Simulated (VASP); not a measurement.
# ScSi2 (P6/mmm) in VASP: further runs, part 2 of 2

VASP 6.6.1.

## 4. Single point, PBE (16.37 Å³/atom)

This run uses another cell than the first one, of 16.37 Å³/atom.

File INCAR:

```
PREC = Accurate
ENCUT = 520
EDIFF = 1E-7
ISMEAR = 0
SIGMA = 0.05
LREAL = False
LASPH = True
NELM = 60
ALGO = Normal
ISIF = 2
LWAVE = False
LCHARG = True
GGA = PE
LELF = True
LVHAR = True
NBANDS = 16
```

File KPOINTS:

```
Automatic mesh
0
Gamma
  10 10 10
```

File POSCAR:

```
ScSi2
1.0
    3.9964640962      0.0000000000      0.0000000000
   -1.9982320481      3.4610394326      0.0000000000
    0.0000000000      0.0000000000      3.5505154251
Sc Si
1 2
Direct
    0.0000000000      0.0000000000      0.0000000000
    0.3333333333      0.6666666667      0.5000000000
    0.6666666667      0.3333333333      0.5000000000
```

Potentials or basis: VASP PAW PBE potentials, release 64 (Sc_sv, Si).

The run is started by

```console
> cat potpaw_PBE.64/Sc_sv/POTCAR potpaw_PBE.64/Si/POTCAR > POTCAR
> mpirun -np 1 vasp_std > vasp.out
```

OUTCAR:

```text
PREC = Accurate
   ENCUT = 520
   EDIFF = 1E-7
   ISMEAR = 0
   LREAL = False
   LASPH = True
   NELM = 60
   ISIF = 2
   GGA = PE

 ion  position               nearest neighbor table
   1  0.000  0.000  0.000-   2 2.91   3 2.91   2 2.91   3 2.91   2 2.91   2 2.91   3 2.91   3 2.91
                             3 2.91   3 2.91   2 2.91   2 2.91
   2  0.333  0.667  0.500-   3 2.31   3 2.31   3 2.31   1 2.91   1 2.91   1 2.91   1 2.91   1 2.91
                             1 2.91
   3  0.667  0.333  0.500-   2 2.31   2 2.31   2 2.31   1 2.91   1 2.91   1 2.91   1 2.91   1 2.91
                             1 2.91

  LATTYP: Found a hexagonal cell.
[... 648 lines left out ...]

 [... further k-points ...]
[... 5 lines left out ...]
  --------------------------------------------------------------------------------------
  -------------------------------------------------------------------------------------
  Total        1.2084597      1.2084597      1.2453709     -0.0000000      0.0000000      0.0000000
  in kB       39.4247437     39.4247437     40.6289352     -0.0000000      0.0000000      0.0000000
  external PRESSURE =      39.8261409 kB  Pullay stress =       0.0000000 kB

 VOLUME and BASIS-vectors are now :
 -----------------------------------------------------------------------------
  energy-cutoff  :      520.00
  volume of cell :       49.11
      direct lattice vectors                 reciprocal lattice vectors
     3.996464096  0.000000000  0.000000000     0.250221190  0.144465271  0.000000000
    -1.998232048  3.461039433  0.000000000     0.000000000  0.288930542  0.000000000
     0.000000000  0.000000000  3.550515425     0.000000000  0.000000000  0.281649248

 POSITION                                       TOTAL-FORCE (eV/Angst)
 -----------------------------------------------------------------------------------
      0.00000      0.00000      0.00000        -0.000000      0.000000      0.000000
     -0.00000      2.30736      1.77526         0.000000      0.000000      0.000000
      1.99823      1.15368      1.77526         0.000000      0.000000     -0.000000
 -----------------------------------------------------------------------------------
    total drift:                                0.000000     -0.000000      0.000000

  FREE ENERGIE OF THE ION-ELECTRON SYSTEM (eV)
  ---------------------------------------------------
  free  energy   TOTEN  =       -18.1912112940 eV

  energy  without entropy=      -18.1890370076  energy(sigma->0) =      -18.19012415
```

OSZICAR:

```text
N       E                     dE             d eps       ncg     rms          rms(c)
DAV:   1     0.117995079453E+03    0.11800E+03   -0.79768E+03  2696   0.110E+03
DAV:   2    -0.142898856053E+02   -0.13228E+03   -0.12940E+03  2712   0.327E+02
DAV:   3    -0.199482199447E+02   -0.56583E+01   -0.54948E+01  4144   0.645E+01
DAV:   4    -0.200583253959E+02   -0.11011E+00   -0.11001E+00  3424   0.900E+00
DAV:   5    -0.200618943375E+02   -0.35689E-02   -0.35687E-02  4016   0.155E+00    0.962E+00
DAV:   6    -0.182345307100E+02    0.18274E+01   -0.63190E+00  4488   0.251E+01    0.371E+00
DAV:   7    -0.182066558819E+02    0.27875E-01   -0.21204E-01  3504   0.323E+00    0.214E+00
DAV:   8    -0.181934112217E+02    0.13245E-01   -0.49743E-02  4112   0.243E+00    0.444E-01
DAV:   9    -0.181916369047E+02    0.17743E-02   -0.23015E-02  4120   0.163E+00    0.188E-01
DAV:  10    -0.181917847240E+02   -0.14782E-03   -0.10089E-02  4056   0.103E+00    0.153E-01
DAV:  11    -0.181912112520E+02    0.57347E-03   -0.25912E-03  4112   0.528E-01    0.148E-02
DAV:  12    -0.181912118295E+02   -0.57751E-06   -0.45952E-05  3904   0.446E-02    0.133E-02
DAV:  13    -0.181912113737E+02    0.45583E-06   -0.17440E-06  4008   0.117E-02    0.284E-03
DAV:  14    -0.181912112940E+02    0.79664E-07   -0.16092E-07  2848   0.472E-03
   1 F= -.18191211E+02 E0= -.18190124E+02  d E =-.217429E-02
```

It took 2.3 min on 1 thread of Intel Xeon 8259CL, shared host; peak memory 0.21 GiB.

What came out:

```yaml
Free_energy: -18.1912 eV
Pressure: 4.0 GPa
Band_gap_on_the_k_mesh: zero (an odd number of electrons rules out a gap without spin polarisation)
```

Stress tensor (GPa, compression positive):
```
3.94 0.00 0.00
0.00 3.94 0.00
0.00 0.00 4.06
```

Levels at points of the mesh, in eV from the Fermi level:
```
           k point  band 8  band 9  band 10  band 11  band 12  band 13
(0.00, 0.00, 0.00)   -1.42   -1.16    -1.10     0.70     0.70     1.82
(0.50, 0.00, 0.00)   -2.78   -1.51     1.32     1.70     1.97     1.99
(0.00, 0.00, 0.50)   -2.37   -1.40    -1.40     0.22     0.22     0.72
(0.50, 0.00, 0.50)   -4.14   -3.62    -0.30     2.19     2.42     3.12
```

Caveat: the cell stands under pressure.

## 5. Single point, PBE (16.71 Å³/atom)

This run uses another cell than the first one, of 16.71 Å³/atom.

File INCAR:

```
SYSTEM = ScSi2
PREC = Accurate
ENCUT = 520
EDIFF = 1E-6
ISMEAR = 0
SIGMA = 0.05
LREAL = .False.
LASPH = .True.
NELM = 80
ALGO = Normal
ISIF = 2
LWAVE = .False.
LCHARG = .False.
GGA = PE
NBANDS = 16
```

File KPOINTS:

```
regular mesh
0
Gamma
  10 10 10
  0 0 0
```

File POSCAR:

```
ScSi2
1.0
    4.0128508368      0.0000000000      0.0000000000
   -2.0064254184      3.4752307663      0.0000000000
    0.0000000000      0.0000000000      3.5949432944
Sc Si
1 2
Direct
    0.0000000000      0.0000000000      0.0000000000
    0.3333333333      0.6666666667      0.5000000000
    0.6666666667      0.3333333333      0.5000000000
```

The run is started by

```console
> cat potpaw_PBE.64/Sc_sv/POTCAR potpaw_PBE.64/Si/POTCAR > POTCAR
> mpirun -np 1 vasp_std > vasp.out
```

Wall time 2.3 min (1 thread of Intel Xeon 8259CL, shared host); peak memory 0.21 GiB.

It converged, with:

```
Free energy            : -18.2106 eV
Pressure               : 2.0 GPa
Band gap on the k mesh : zero (an odd number of electrons rules out a gap without spin polarisation)
```

Levels at points of the mesh, in eV from the Fermi level:
```
           k point  band 6  band 7  band 8  band 9  band 10  band 11  band 12  band 13  band 14  band 15
(0.00, 0.00, 0.00)   -3.61   -3.61   -1.51   -1.12    -1.10     0.73     0.73     1.77     1.77     3.09
(0.50, 0.00, 0.00)   -9.06   -4.25   -2.71   -1.55     1.27     1.70     1.86     1.98     2.96     3.67
(0.00, 0.00, 0.50)   -6.52   -2.35   -2.35   -1.33    -1.33     0.25     0.25     0.60     2.60     2.86
(0.50, 0.00, 0.50)   -7.79   -4.47   -4.06   -3.53    -0.33     2.15     2.39     3.06     3.11     3.17
```

## 6. The runs side by side

```csv
cell,k mesh,gap on the mesh (eV),pressure (GPa)
"a = 4.041, b = 4.041, c = 3.620 Å, angles 90.0, 90.0, 120.0°, 3 atoms",10 × 10 × 8,none,0.0
"a = 3.984, b = 3.984, c = 3.517 Å, angles 90.0, 90.0, 120.0°, 3 atoms",10 × 10 × 10,none,5.6
"a = 3.996, b = 3.996, c = 3.551 Å, angles 90.0, 90.0, 120.0°, 3 atoms",10 × 10 × 10,none,4.0
"a = 4.013, b = 4.013, c = 3.595 Å, angles 90.0, 90.0, 120.0°, 3 atoms",10 × 10 × 10,none,2.0
```

Alike in all rows: task single point; level PBE; potentials or basis VASP PAW PBE potentials, release 64 (Sc_sv, Si); no spin polarisation; cutoff (eV) 520; smearing gaussian 0.05 eV.

Caveats: the cell stands under pressure (at least some runs).

Absolute energies hang on the potentials; compare differences alone.
